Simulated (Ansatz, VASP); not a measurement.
Na: VASP beside Ansatz

```
Na
1.0
     3.53099    0.00000    0.00000
    -1.76550    3.05793    0.00000
     0.00000    0.00000    5.73466
Na
2
Direct
  0.33333 0.66667 0.25000
  0.66667 0.33333 0.75000
```

Change from the starting cell: volume scaled by 0.85, LAPW.

Alike in both runs: task single point; functional PBEsol; k mesh 12 × 12 × 7; occupations fermi-dirac, width 0.08 eV; no spin polarisation.

|  | VASP | Ansatz |
| --- | --- | --- |
| version | VASP 6.6.1 | Ansatz 0.2.0 |
| potentials or method | VASP PAW PBE potentials, release 64 (Na_pv), cutoff 520 eV | all-electron LAPW, scalar-relativistic |

|  | VASP | Ansatz | Ansatz less VASP |
| --- | --- | --- | --- |
| pressure (GPa) | 1.7 | 1.7 | 0.00 |

VASP's potentials were made for PBE, not for PBEsol. Ansatz ran all-electron here, and VASP with PAW potentials.
